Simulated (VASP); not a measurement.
Runs of VASP 6.6.1 on WSe2. The structure is that of space group P6_3/mmc (No. 194), or close to it. The cells are those of the table. 

| task | cell | k mesh | cutoff (eV) | smearing | k mesh for the DOS | occupations for the DOS | gap on the mesh (eV) | pressure (GPa) | largest force (eV/Å) |
| --- | --- | --- | --- | --- | --- | --- | --- | --- | --- |
| relaxation of cell and atoms | relaxed from a = 3.271, b = 3.271, c = 13.221 Å, angles 90.0, 90.0, 120.0°, 6 atoms | 12 × 12 × 2 | 600 | gaussian 0.01 eV | - | - | 1.04 | 0.0 | - |
| electric field gradients | a = 3.271, b = 3.271, c = 13.223 Å, angles 90.0, 90.0, 120.0°, 6 atoms | 12 × 12 × 2 | 520 | gaussian 0.01 eV | - | - | 1.04 | (b) | (a) |
| single point | a = 3.290, b = 3.290, c = 12.970 Å, angles 90.0, 90.0, 120.0°, 6 atoms | 6 × 6 × 2 | 520 | gaussian 0.1 eV | - | - | 0.94 | -0.8 | 0.07 |
| single point | a = 3.277, b = 3.277, c = 13.571 Å, angles 90.0, 90.0, 120.0°, 6 atoms | 12 × 12 × 2 | 520 | gaussian 0.02 eV | - | - | 1.16 | 0.0 | 0.07 |

Alike in all rows: level PBEsol; potentials or basis VASP PAW PBE potentials, release 64 (W_sv, Se); no spin polarisation.

**Question.** Estimate the missing entries.

**Answer.** (a) 0.06; (b) 0.4.

Caveats: the PAW data sets were made with another functional, which shifts forces and pressure a little; spin-orbit coupling is left out, which moves the levels of the heavy elements; this functional lacks dispersion, which binds the layers, so the pressure and a relaxed spacing across them are unreliable.

A k mesh can miss the band edges, and the runs leave out spin-orbit coupling on Se, W.
